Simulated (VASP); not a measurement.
A run of VASP 6.6.1:

File POSCAR:

```
NaTe6P
1.0
    0.0000000000      5.0039190000      5.0039190000
    5.0039190000      0.0000000000      5.0039190000
    5.0039190000      5.0039190000      0.0000000000
Na Te P
1 6 1
Direct
    0.5000000000      0.5000000000      0.5000000000
    0.7971000000      0.2029000000      0.2029000000
    0.2029000000      0.7971000000      0.2029000000
    0.2029000000      0.7971000000      0.7971000000
    0.7971000000      0.2029000000      0.7971000000
    0.2029000000      0.2029000000      0.7971000000
    0.7971000000      0.7971000000      0.2029000000
    0.0000000000      0.0000000000      0.0000000000
```

INCAR.step1

```
PREC     = Accurate       # precision mode
ENCUT    = 550            # plane-wave cutoff, eV
ISMEAR   = -5             # smearing method
SIGMA    = 0.1            # smearing width, eV
LREAL    = F              # projectors in reciprocal space
LASPH    = T              # aspherical terms in the spheres
NELM     = 120            # most SCF steps
NBANDS   = 34             # bands
GGA      = PE             # functional
ALGO     = Normal         # electronic algorithm
EDIFF    = 1E-5           # SCF threshold, eV
LWAVE    = T              # write WAVECAR
LCHARG   = F              # write CHGCAR
GGA_COMPAT= F
```

The input INCAR.step2:

```
PREC     = Accurate       # precision mode
ENCUT    = 550            # plane-wave cutoff, eV
EDIFF    = 1E-6           # SCF threshold, eV
ISMEAR   = -5             # smearing method
SIGMA    = 0.1            # smearing width, eV
LREAL    = F              # projectors in reciprocal space
LASPH    = T              # aspherical terms in the spheres
NELM     = 120            # most SCF steps
ALGO     = Normal         # electronic algorithm
ISIF     = 2              # what is computed and relaxed
LWAVE    = F              # write WAVECAR
LCHARG   = T              # write CHGCAR
METAGGA  = R2SCAN         # meta-GGA
LMIXTAU  = T            
LELF     = T              # ELF
LVHAR    = T            
NBANDS   = 34             # bands
ISTART   = 1            
GGA_COMPAT= F
```

Contents of KPOINTS:

```
regular mesh
0
Gamma
  3 3 3
```

Potentials or basis: VASP PAW PBE potentials, release 64 (Na_pv, Te, P).

Command:

```sh
$ cat potpaw_PBE.64/Na_pv/POTCAR potpaw_PBE.64/Te/POTCAR potpaw_PBE.64/P/POTCAR > POTCAR
$ cp INCAR.step1 INCAR
$ mpirun -np 1 vasp_std > vasp.out
$ cp INCAR.step2 INCAR
$ mpirun -np 1 vasp_std > vasp.out
```

Hardware: 1 thread of Intel Xeon 8259CL (shared host).

Question: How long does it take, and how much memory?

Answer: It took 7.2 min on 1 thread of Intel Xeon 8259CL, with other jobs on the host, peak memory 0.45 GiB. Counts: k points 4.
